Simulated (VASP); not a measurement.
# PbO2: single point with PBE

The system is PbO2.

```
CELL_PARAMETERS angstrom
-2.14416 2.14416 5.47882
2.14416 -2.14416 5.47882
2.14416 2.14416 -5.47882
ATOMIC_POSITIONS crystal
Pb 0.00000 0.00000 0.00000
Pb 0.75000 0.25000 0.50000
O 0.79937 0.79937 0.00000
O 0.95063 0.45063 0.50000
O 0.54937 0.04937 0.50000
O 0.20063 0.20063 0.00000
```

The cell was generated, and may not be a known phase.

```
Program             : VASP 6.6.1
Task                : single point
Functional          : PBE
Potentials or basis : VASP PAW PBE potentials, release 64 (Pb_d, O)
Cutoff              : 520 eV
k mesh              : 6 × 6 × 6
Occupations         : gaussian, width 0.1 eV
Spin                : no spin polarisation
```

```
Pressure               : 0.3 GPa
Largest force          : 0.018 eV/Å
Band gap on the k mesh : zero (bands 26 and 27 overlap by 0.21 eV)
```

Forces on the atoms (eV/Å):
```
Pb   0.000  0.000  0.000
Pb   0.000  0.000  0.000
O    0.000  0.000 -0.018
O    0.000  0.000  0.018
O    0.000  0.000 -0.018
O    0.000  0.000  0.018
```

Levels at points of the mesh, in eV from the Fermi level:
```tsv
k point	band 24	band 25	band 26	band 27	band 28	band 29
(0.00, 0.00, 0.00)	-0.62	-0.38	-0.38	-0.33	3.03	8.28
(0.50, 0.00, 0.00)	-0.56	-0.46	-0.29	2.39	3.50	6.88
(0.50, 0.50, 0.00)	-0.60	-0.15	-0.15	4.24	4.24	6.74
(0.50, 0.50, 0.50)	-0.80	-0.32	-0.32	1.88	1.88	7.05
```

Wall time 110 s on 1 thread of Intel(R) Xeon(R) 6975P-C (Granite Rapids), with other jobs on the host, peak memory 0.35 GiB.

Caveat: semilocal functionals underestimate gaps, and a narrow one can read as zero; spin-orbit coupling is left out, which moves the levels of the heavy elements.
